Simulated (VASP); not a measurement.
# Mg in VASP: notebook

Aim: see how the results for Mg move with the level of theory and the settings. Levels: RPBE+D3(BJ), PBE+D4, LDA. Tasks: single point, relaxation of cell and atoms.

Everything below comes from runs of VASP 6.6.1. Logs are shortened: lines on timing, memory, paths and dates and some standing lists are left out, and cuts for length are marked.

**1. The cell of the first run**

The structure is cubic, space group Im-3m (No. 229). The conventional cell has a = 3.214 Å, b = 3.214 Å, c = 3.214 Å, α = 90.00°, β = 90.00°, γ = 90.00°. Mg (site symmetry m-3m) has 14 Mg at 2.78 to 3.21 Å within 3.7 Å.

This isn't the form of Mg at room conditions, which is hcp.

**2. Single point, RPBE+D3(BJ)**

INCAR reads:

```
ALGO = Normal
EDIFF = 1E-6
ENCUT = 600
GGA = RP
GGA_COMPAT = F
ISIF = 2
ISMEAR = 1
IVDW = 12
LASPH = T
LCHARG = T
LELF = T
LREAL = F
LVHAR = T
LWAVE = F
NBANDS = 7
NELM = 120
PREC = Accurate
SIGMA = 0.2
```

KPOINTS reads:

```
k-points
0
Gamma
  11 11 11
```

POSCAR reads:

```
Mg
1.0
   -1.6071899091      1.6071899091      1.6071899091
    1.6071899091     -1.6071899091      1.6071899091
    1.6071899091      1.6071899091     -1.6071899091
Mg
1
Direct
    0.0000000000      0.0000000000      0.0000000000
```

Potentials or basis: VASP PAW PBE potentials, release 64 (Mg).

Launch:

```bash
$ cat potpaw_PBE.64/Mg/POTCAR > POTCAR
$ mpirun -np 1 vasp_std > vasp.out
```

OUTCAR:

```text
EDIFF = 1E-6
   ENCUT = 600
   GGA = RP
   ISIF = 2
   ISMEAR = 1
   IVDW = 12
   LASPH = T
   LREAL = F
   NELM = 120
   PREC = Accurate
 IVDW          = 12

 ion  position               nearest neighbor table
   1  0.000  0.000  0.000-

  LATTYP: Found a body centered cubic cell.
 ALAT       =     3.2143798182

  Lattice vectors:

 A1 = (  -1.6071899091,   1.6071899091,   1.6071899091)
 A2 = (   1.6071899091,  -1.6071899091,   1.6071899091)
 A3 = (   1.6071899091,   1.6071899091,  -1.6071899091)

Analysis of symmetry for initial positions (statically):
=====================================================================
 Subroutine PRICEL returns:
 Original cell was already a primitive cell.

 Routine SETGRP: Setting up the symmetry group for a
 body centered cubic supercell.

 Subroutine GETGRP returns: Found 48 space group operations
 (whereof 48 operations were pure point group operations)
 out of a pool of 48 trial point group operations.

The static configuration has the point symmetry O_h .

Analysis of symmetry for dynamics (positions and initial velocities):
=====================================================================
 Subroutine PRICEL returns:
 Original cell was already a primitive cell.

 Routine SETGRP: Setting up the symmetry group for a
 body centered cubic supercell.

 Subroutine GETGRP returns: Found 48 space group operations
 (whereof 48 operations were pure point group operations)
 out of a pool of 48 trial point group operations.

The dynamic configuration has the point symmetry O_h .

 Subroutine INISYM returns: Found 48 space group operations
 (whereof 48 operations are pure point group operations),
 and found     1 'primitive' translations

----------------------------------------------------------------------------------------

                                     Primitive cell

  volume of cell :      16.6059

  direct lattice vectors                    reciprocal lattice vectors
    -1.607189909  1.607189909  1.607189909     0.000000000  0.311102003  0.311102003
     1.607189909 -1.607189909  1.607189909     0.311102003  0.000000000  0.311102003
     1.607189909  1.607189909 -1.607189909     0.311102003  0.311102003  0.000000000

  length of vectors
     2.783734580  2.783734580  2.783734580     0.439964672  0.439964672  0.439964672

  position of ions in fractional coordinates (direct lattice)
     0.000000000  0.000000000  0.000000000

  ion indices of the primitive-cell ions
[... 75 lines left out ...]
   LREAL  =      F    real-space projection
   EDIFFG = 0.1E-04   stopping-criterion for IOM
   NSW    =      0    number of steps for IOM
   IBRION =     -1    ionic relax: 0-MD 1-quasi-New 2-CG
   NFREE  =      0    steps in history (QN), initial steepest desc. (CG)
   ISIF   =      2    stress and relaxation
   ISYM   =      2    0-nonsym 1-usesym 2-fastsym
   POTIM  = 0.5000    time-step for ionic-motion
   TEBEG  =    0.0;   TEEND  =   0.0 temperature during run
   PSTRESS=    0.0 pullay stress
   NELECT =       2.0000    total number of electrons
   NUPDOWN=      -1.0000    fix difference up-down
   EMIN   =  10.00;   EMAX   =-10.00  energy-range for DOS
   EFERMI =   0.00;   METHOD = LEGACY
   ISMEAR =     1;   SIGMA  =   0.20  broadening in eV -4-tet -1-fermi 0-gaus
   EFERMI_NEDOS =   21; number of points for ismear=-14 and -15
   IALGO  =     38    algorithm
   IMIX   =      4    mixing-type and parameters
     AMIX     =   0.40;   BMIX     =  1.00
     AMIX_MAG =   1.60;   BMIX_MAG =  1.00
  volume/ion in A,a.u.               =      16.61       112.06
  Fermi-wavevector in a.u.,A,eV,Ry     =   0.808471  1.527788  8.893107  0.653625
  Thomas-Fermi vector in A             =   1.917282
   LORBIT       =      0    0 simple, 1 ext, 2 COOP (PROOUT), +10 PAW based schemes
   GGA     = RP    functional components
   LHFCALC =     F    Hartree Fock is set to
   AEXX    =    0.0000 exact exchange contribution
   IVDW    =    12    specifies the selected vdW correction
   LEPSILON=     F    determine dielectric tensor
   LRPA    =     F    only Hartree local field effects (RPA)
 non-spin polarized calculation
 Methfessel and Paxton  Order N= 1 SIGMA  =   0.20
  energy-cutoff  :      600.00
  volume of cell :       16.61
 maximum number of plane-waves:       571
   NGX = 11   NGY = 11   NGZ = 11

 number of electron       2.0000000 magnetization

 Free energy of the ion-electron system (eV)
  ---------------------------------------------------
  ext. energy  EPLUGINS =         0.00000000
  ---------------------------------------------------
  free energy    TOTEN  =        -0.93544157 eV

  energy without entropy =       -0.93514091  energy(sigma->0) =       -0.93534135

 E-fermi :   4.8390     XC(G=0):  -9.4435

 val. band max:        4.8155846143   @ k =   0.3636   0.1818   0.0909
 cond. band min:       4.9098687605   @ k =  -0.4545   0.4545   0.0909
 fundamental gap:      0.0942841462
 Fermi energy:         4.8389863615

 k-point     1 :       0.0000    0.0000    0.0000
  band No.  band energies     occupation
      1      -3.7527      2.00000
      2      20.1594      0.00000
      3      20.1594      0.00000
      4      20.1594      0.00000
      5      22.4858      0.00000
      6      22.4858      0.00000
      7      23.8937      0.00000
[... 221 lines left out ...]
 k-point    24 :       0.3636    0.1818    0.0909
  band No.  band energies     occupation
      1       3.7222      2.00000
      2       4.8156      1.19655
      3       9.1612      0.00000
      4      12.8643      0.00000
      5      23.5875      0.00000
      6      25.7504      0.00000
      7      27.3675      0.00000

 [... further k-points ...]

------------------------ aborting loop because EDIFF is reached ----------------------------------------

 Edisp (eV)   -1.99228

 E8    (eV) :    -1.3017

  FORCE on cell =-STRESS in cart. coord.  units (eV):
  Direction    XX          YY          ZZ          XY          YZ          ZX
  --------------------------------------------------------------------------------------
  -------------------------------------------------------------------------------------
  Total      -0.01294    -0.01294    -0.01294     0.00000    -0.00000     0.00000
  in kB      -1.24814    -1.24814    -1.24814     0.00000    -0.00000     0.00000
  external pressure =       -1.25 kB  Pullay stress =        0.00 kB

 VOLUME and BASIS-vectors are now :
 -----------------------------------------------------------------------------
  energy-cutoff  :      600.00
  volume of cell :       16.61
      direct lattice vectors                 reciprocal lattice vectors
    -1.607189909  1.607189909  1.607189909     0.000000000  0.311102003  0.311102003
     1.607189909 -1.607189909  1.607189909     0.311102003  0.000000000  0.311102003
     1.607189909  1.607189909 -1.607189909     0.311102003  0.311102003  0.000000000

 POSITION                                       TOTAL-FORCE (eV/Angst)
 -----------------------------------------------------------------------------------
      0.00000      0.00000      0.00000        -0.000000      0.000000      0.000000
 -----------------------------------------------------------------------------------
    total drift:                               -0.000000      0.000000      0.000000

  FREE ENERGIE OF THE ION-ELECTRON SYSTEM (eV)
  ---------------------------------------------------
  free  energy   TOTEN  =        -2.9277206998 eV

  energy  without entropy=       -2.9274200328  energy(sigma->0) =       -2.92762048
```

OSZICAR:

```text
N       E                     dE             d eps       ncg     rms          rms(c)
DAV:   1     0.131138690901E+00    0.13114E+00   -0.87954E+02   826   0.223E+02
DAV:   2    -0.941667188799E+00   -0.10728E+01   -0.93244E+00  1015   0.141E+01
DAV:   3    -0.946256971713E+00   -0.45898E-02   -0.45878E-02  1036   0.101E+00
DAV:   4    -0.946264998486E+00   -0.80268E-05   -0.80268E-05  1071   0.311E-02
DAV:   5    -0.946265005900E+00   -0.74140E-08   -0.79006E-08  1029   0.889E-04    0.720E-01
DAV:   6    -0.940602206066E+00    0.56628E-02   -0.15598E-04   924   0.120E-01    0.460E-01
DAV:   7    -0.935469098694E+00    0.51331E-02   -0.31550E-04   826   0.176E-01    0.219E-02
DAV:   8    -0.935443477308E+00    0.25621E-04   -0.86768E-06  1141   0.155E-02    0.524E-03
DAV:   9    -0.935441405358E+00    0.20719E-05   -0.13322E-06   889   0.553E-03    0.652E-04
DAV:  10    -0.935441572339E+00   -0.16698E-06   -0.14928E-08   525   0.668E-04
   1 F= -.29277207E+01 E0= -.29276205E+01  d E =-.300667E-03
```

stdout:

```text
POSCAR found type information on POSCAR Mg
 POSCAR found :  1 types and       1 ions
 scaLAPACK will be used
 -----------------------------------------------------------------------------
|                                                                             |
|                                                                             |
|     You enforced a specific xc type in the INCAR file but a different       |
|     I HOPE YOU KNOW WHAT YOU ARE DOING!                                     |
|                                                                             |
 -----------------------------------------------------------------------------

 LDA part: xc-table for (Slater+PW92), standard interpolation
 POSCAR, INCAR and KPOINTS ok, starting setup
 FFT: planning ... GRIDC
 FFT: planning ... GRID_SOFT
 FFT: planning ... GRID
 WAVECAR not read
 entering main loop
```

Run time: 13 s. Hardware: 1 thread of AMD EPYC 7R43 (Zen 3), shared host; peak memory 0.11 GiB.

What came out:

```yaml
Free_energy: -2.9277 eV
Pressure: -0.1 GPa
Band_gap_on_the_k_mesh: zero (bands 1 and 2 overlap by 3.20 eV)
Dispersion_energy_per_atom: -1.992 eV
```

Caveat: the dispersion term is far too large for a dense solid, which distorts pressure and volume; the PAW data sets were made with another functional, which shifts forces and pressure a little.

(Part 1 of 2 ends here.)

The gap in the log of VASP goes by the Fermi energy; the results here count the filled bands.